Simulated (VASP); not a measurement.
ZrPdSe4:

```xyz
6
Lattice="4.9273 0.0000 0.0000 -2.4636 4.2672 0.0000 0.0000 0.0000 5.6714" Properties=species:S:1:pos:R:3 pbc="T T T"
Zr    0.0000    0.0000    2.8357
Pd    0.0000    0.0000    0.0000
Se    2.4636    1.4224    1.5221
Se    0.0000    2.8448    4.1493
Se    0.0000    2.8448    1.5221
Se    2.4636    1.4224    4.1493
```

The cell was built from a structure type or drawn by symmetry, and may not be a known phase.

* Program: VASP 6.6.1
* Task: relaxation of cell and atoms
* Functional: PBE
* Potentials or basis: VASP PAW PBE potentials, release 64 (Zr_sv, Pd, Se)
* Cutoff: 600 eV
* k mesh: 6 × 6 × 4
* Occupations: gaussian, width 0.1 eV
* Spin: no spin polarisation

At the start: pressure 0.6 GPa; volume 19.87 Å³/atom.

Question: Where does the relaxation end?

Answer: Over 4 steps the energy falls by 3.1 meV/atom and the volume is 20.15 Å³/atom (+1.4 %); space group P6/mmm (No. 191, to 0.1 Å) before and after.

Step by step:
| step | energy change (eV) | largest force (eV/Å) | pressure (GPa) | volume (Å³) |
| --- | --- | --- | --- | --- |
| 1 | 0.0000 | 0.2220 | 0.64 | 119.24 |
| 2 | -0.0108 | 0.1720 | -0.20 | 120.63 |
| 3 | -0.0128 | 0.1439 | -0.70 | 121.51 |
| 4 | -0.0188 | 0.0193 | -0.05 | 120.92 |

Final structure:
```
Zr Pd Se
1.0
     4.93842    0.00000    0.00000
    -2.46921    4.27680    0.00000
     0.00000    0.00000    5.72527
Zr Pd Se
1 1 4
Direct
  0.00000 0.00000 0.50000
  0.00000 0.00000 0.00000
  0.66667 0.33333 0.27388
  0.33333 0.66667 0.72612
  0.33333 0.66667 0.27388
  0.66667 0.33333 0.72612
```
